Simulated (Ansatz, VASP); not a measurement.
This is a calculation of CuAu for Ansatz 0.2.0.

input.yaml

```yaml
crystal:
  lattice:
    - [2.8477372423, 0.0, 0.0]
    - [0.0, 2.8477372423, 0.0]
    - [0.0, 0.0, 3.7334924031]
  atoms:
    - { symbol: Au, position: [0.0, 0.0, 0.0] }
    - { symbol: Cu, position: [0.5, 0.5, 0.5] }
kpoints:
  mp_grid: { grid: [9, 9, 7] }
scf:
  occupations: { method: fermi_dirac, width: 0.05 }
hamiltonian:
  xc: pbesol
  pseudopotentials: { kind: all_electron, lapw: { basis_error: 0.001 } }
output:
  forces: true
  stress: true
  eigenvalues: true
```

Potentials or basis: all-electron LAPW, scalar-relativistic.

Command:

```bash
$ ansatz run input.yaml --threads 1 --pin off --max-ram 3072MiB --backend cpu --events-out ev --progress --plain --runs-dir out
```

Problem. Set up the same calculation for VASP 6.6.1. Potentials there: VASP PAW PBE potentials, release 64 (Au, Cu).

Solution. As run (the cutoff follows the program's own potentials):

Contents of INCAR:

```
  PREC = Accurate
  ENCUT = 520
  EDIFF = 1E-6
  ISMEAR = -1
  SIGMA = 0.05
  LREAL = F
  LASPH = T
  NELM = 100
  ALGO = Normal
  ISIF = 2
  LWAVE = F
  LCHARG = T
  GGA = PS
  LELF = T
  LVHAR = T
  NBANDS = 18
```

KPOINTS

```
Automatic mesh
0
Gamma
  9 9 7
```

File POSCAR:

```
CuAu
1.0
    2.8477372423      0.0000000000      0.0000000000
    0.0000000000      2.8477372423      0.0000000000
    0.0000000000      0.0000000000      3.7334924031
Au Cu
1 1
Direct
    0.0000000000      0.0000000000      0.0000000000
    0.5000000000      0.5000000000      0.5000000000
```

Potentials or basis: VASP PAW PBE potentials, release 64 (Au, Cu).

Launch:

```sh
$ cat potpaw_PBE.64/Au/POTCAR potpaw_PBE.64/Cu/POTCAR > POTCAR
$ mpirun -np 1 vasp_std > vasp.out
```

Both were run:

|  | VASP | Ansatz | Ansatz less VASP |
| --- | --- | --- | --- |
| gap on the k mesh at the Fermi level (eV) | none | none | - |
| pressure (GPa) | -9.2 | -9.3 | -0.12 |
| traceless stress, the component that is largest in VASP (GPa) | 0.16 | 0.09 | -0.072 |

VASP's potentials were made for PBE, not for PBEsol. A gap of «none» marks a metal or a gap that the smearing closes. Ansatz ran all-electron here, and VASP with PAW potentials.

Spin-orbit coupling is off throughout.
